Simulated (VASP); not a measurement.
Set up this calculation in VASP 6.6.1, as the native input.

| Quantity | Value |
| --- | --- |
| Task | single point |
| Functional | PBE |
| Potentials or basis | VASP PAW PBE potentials, release 64 (Ti_sv, C) |
| Cutoff | 520 eV |
| k mesh | 26 × 26 × 26 |
| Occupations | gaussian, width 0.15 eV |
| Spin | no spin polarisation |
| Dipole correction | no |
| Further INCAR settings | ALGO = Normal; EDIFF = 1e-06; NBANDS = 15 |

The structure of TiC lies in POSCAR:

```
TiC
1.0
    0.0000000000      2.1664615241      2.1664615241
    2.1664615241      0.0000000000      2.1664615241
    2.1664615241      2.1664615241      0.0000000000
Ti C
1 1
Direct
    0.0000000000      0.0000000000      0.0000000000
    0.5000000000      0.5000000000      0.5000000000
```

These files were run (other wordings do the same):

INCAR

```
PREC = Accurate ; ENCUT = 520
EDIFF = 1E-6 ; ISMEAR = 0
SIGMA = 0.15 ; LREAL = False
LASPH = True ; NELM = 60
ALGO = Normal ; ISIF = 2
LWAVE = False ; LCHARG = True
GGA = PE ; LELF = True
LVHAR = True ; NBANDS = 15
```

KPOINTS

```
regular mesh
0
Gamma
  26 26 26
```

Potentials or basis: VASP PAW PBE potentials, release 64 (Ti_sv, C).

Run with:

```bash
$ cat potpaw_PBE.64/Ti_sv/POTCAR potpaw_PBE.64/C/POTCAR > POTCAR
$ mpirun -np 1 vasp_std > vasp.out
```

Results of the run:

```
Pressure               : 0.2 GPa
Band gap on the k mesh : zero (bands 8 and 9 overlap by 1.10 eV)
```

It took 3.8 min on 1 thread of Intel Xeon 8259CL (shared host), peak memory 0.27 GiB.
